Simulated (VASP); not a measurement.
Crystal: Pb3O2.

```
CELL_PARAMETERS angstrom
5.83633 0.00000 0.00000
-2.91816 5.05441 0.00000
0.00000 0.00000 4.05896
ATOMIC_POSITIONS crystal
Pb 0.50000 0.00000 0.66667
Pb 0.00000 0.50000 0.66667
Pb 0.50000 0.50000 0.66667
O 0.66667 0.33333 0.61180
O 0.33333 0.66667 0.61180
```

- Program: VASP 6.6.1
- Task: relaxation of cell and atoms
- Functional: PBE
- Potentials or basis: VASP PAW PBE potentials, release 64 (Pb_d, O)
- Cutoff: 600 eV
- k mesh: 3 × 3 × 4
- Occupations: gaussian, width 0.1 eV
- Spin: no spin polarisation

At the start: pressure 94.8 GPa; volume 23.95 Å³/atom.

Problem. How do energy, volume and symmetry change on relaxing?

Solution. Over 22 steps the energy falls by 5770.4 meV/atom and the volume is 27.50 Å³/atom (+14.8 %); space group P6mm (No. 183, to 0.05 Å).

The path:
```csv
step,energy change (eV),largest force (eV/Å),pressure (GPa),volume (Å³)
1,0.0000,9.1135,94.76,119.74
2,12.1776,0.5188,-33.81,485.33
3,-23.6693,0.5334,-10.01,271.06
4,-25.7643,0.0418,-7.22,242.19
5,-26.7716,1.3542,0.86,202.52
6,-26.8388,0.9610,-1.43,210.55
7,-26.8385,1.0548,-0.88,208.49
8,-27.0467,1.0802,-0.83,201.89
9,-27.6540,1.1607,-0.81,182.71
10,-28.2968,0.8079,2.32,147.12
11,-28.4952,0.4733,0.63,147.60
12,-28.6263,0.0011,-1.13,148.26
13,-28.6348,0.0861,-1.52,148.44
14,-28.7645,0.1256,-0.43,143.51
15,-28.7895,0.1226,0.32,140.41
16,-28.7921,0.0873,0.55,139.52
17,-28.8011,0.0168,0.98,137.74
18,-28.8182,0.0626,1.85,134.14
19,-28.8445,0.0526,-0.44,138.28
20,-28.8509,0.0281,0.23,136.95
21,-28.8509,0.0296,0.20,137.00
22,-28.8518,0.0318,0.06,137.51
```

Final structure:
```xyz
5
Lattice="6.7062 0.0000 0.0000 -3.3531 5.8077 0.0000 0.0000 0.0000 3.5308" Properties=species:S:1:pos:R:3 pbc="T T T"
Pb    3.3531    0.0000    2.9391
Pb   -1.6765    2.9039    2.9391
Pb    1.6765    2.9039    2.9391
O     3.3531    1.9359    1.2823
O     0.0000    3.8718    1.2823
```

Caveat: the k points lie up to 0.44 Å⁻¹ apart in the final cell.
